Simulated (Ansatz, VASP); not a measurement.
**MgO: VASP beside Ansatz**

```
CELL_PARAMETERS angstrom
3.35310 0.00000 0.00000
-1.67655 2.90387 0.00000
0.00000 0.00000 4.84910
ATOMIC_POSITIONS crystal
Mg 0.33333 0.66667 0.00216
Mg 0.66667 0.33333 0.50216
O 0.33333 0.66667 0.40244
O 0.66667 0.33333 0.90244
```

Alike in both runs: task single point; functional PBE; k mesh 9 × 9 × 6; occupations gaussian, width 0.05 eV; no spin polarisation.

```csv
,VASP,Ansatz
version,VASP 6.6.1,Ansatz 0.2.0
potentials or method,"VASP PAW PBE potentials, release 64 (Mg, O), cutoff 520 eV","scalar-relativistic, plane waves, PAW"
valence electrons in the cell,16,32
```

Ansatz gave:

| Quantity | Value |
| --- | --- |
| gap on the k mesh at the Fermi level (eV) | 3.42 |
| least direct gap on the mesh (eV) | 3.42 |
| pressure (GPa) | 3.1 |
| traceless stress, the component that is largest in VASP (GPa) | 5.60 |
| rms of the force components (eV/Å) | 0.272 |

Task: What did VASP give for the same quantities?

Result: gap on the k mesh at the Fermi level (eV): 3.40; least direct gap on the mesh (eV): 3.40; pressure (GPa): 2.7; traceless stress, the component that is largest in VASP (GPa): 5.70; rms of the force components (eV/Å): 0.275.

Atom by atom the forces differ by 0.003 eV/Å (rms over components). VASP's potentials hold 16 valence electrons a cell and Ansatz's 32, so a difference there can come from the potentials and not from the codes.
